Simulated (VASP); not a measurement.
Input of a VASP 6.6.1 run:

The input INCAR:

```
SYSTEM = Cu3Pd
PREC = Accurate
ENCUT = 520
EDIFF = 1E-7
ISMEAR = -1
SIGMA = 0.05
LREAL = .FALSE.
LASPH = .TRUE.
NELM = 60
ALGO = Normal
ISIF = 2
LWAVE = .FALSE.
LCHARG = .FALSE.
GGA = PS
NBANDS = 30
```

The input KPOINTS:

```
regular mesh
0
G
  9 9 9
  0 0 0
```

File POSCAR:

```
Cu3Pd
1.0
    3.7466497250      0.0000000000      0.0000000000
    0.0000000000      3.7466497250      0.0000000000
    0.0000000000      0.0000000000      3.7466497250
Cu Pd
3 1
Direct
    0.0000000000      0.5000000000      0.5000000000
    0.5000000000      0.0000000000      0.5000000000
    0.5000000000      0.5000000000      0.0000000000
    0.0000000000      0.0000000000      0.0000000000
```

Potentials or basis: VASP PAW PBE potentials, release 64 (Cu, Pd).

Launch:

```console
$ cat potpaw_PBE.64/Cu/POTCAR potpaw_PBE.64/Pd/POTCAR > POTCAR
$ mpirun -np 1 vasp_std > vasp.out
```

**Question.** What does it give for the pressure?

**Answer.** -10.4 GPa.

Caveat: the PAW data sets were made with another functional, which shifts forces and pressure a little.
